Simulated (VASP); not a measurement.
Pd2PtSe6: single point with PBE

Crystal: Pd2PtSe6.

```
Pd Pt Se
1.0
     6.57748    0.00000    0.00000
    -3.28874    5.69626    0.00000
     0.00000    0.00000    5.03194
Pd Pt Se
2 1 6
Direct
  0.66667 0.33333 0.00000
  0.33333 0.66667 0.00000
  0.00000 0.00000 0.00000
  0.00000 0.33093 0.25652
  0.66907 0.66907 0.25652
  0.33093 0.00000 0.25652
  0.33093 0.33093 0.74348
  0.00000 0.66907 0.74348
  0.66907 0.00000 0.74348
```

```json
{"Program": "VASP 6.6.1", "Task": "single point", "Functional": "PBE", "Potentials or basis": "VASP PAW PBE potentials, release 64 (Pd, Pt, Se)", "Cutoff": "520 eV", "k mesh": "6 × 6 × 8", "Occupations": "gaussian, width 0.1 eV", "Spin": "no spin polarisation"}
```

```yaml
Pressure: 0.0 GPa
Largest_force: 0.008 eV/Å
Band_gap_on_the_k_mesh: zero (bands 33 and 34 overlap by 0.40 eV)
```

Forces on the atoms (eV/Å):
```
Pd   0.000  0.000  0.000
Pd   0.000  0.000  0.000
Pt   0.000  0.000  0.000
Se   0.002 -0.004  0.007
Se   0.002  0.004  0.007
Se  -0.004  0.000  0.007
Se  -0.002 -0.004 -0.007
Se  -0.002  0.004 -0.007
Se   0.004  0.000 -0.007
```

Levels at points of the mesh, in eV from the Fermi level:
```csv
k point,band 29,band 30,band 31,band 32,band 33,band 34,band 35,band 36,band 37,band 38
"(0.00, 0.00, 0.00)",-1.41,-1.41,-0.60,-0.60,-0.30,-0.30,0.02,0.02,0.87,1.21
"(0.50, 0.00, 0.00)",-2.15,-2.08,-1.93,-0.27,-0.08,0.41,0.44,0.93,1.32,1.61
"(0.00, 0.00, 0.50)",-2.21,-2.21,-1.26,-1.13,-1.13,1.79,1.79,1.81,1.81,2.36
"(0.50, 0.00, 0.50)",-1.31,-1.25,-1.09,-1.06,-0.83,0.02,0.25,0.84,1.24,1.27
```

Wall time 13 min on 1 thread of Intel Xeon 8259CL (shared host), peak memory 0.52 GiB.

Caveat: spin-orbit coupling is left out, which moves the levels of the heavy elements.
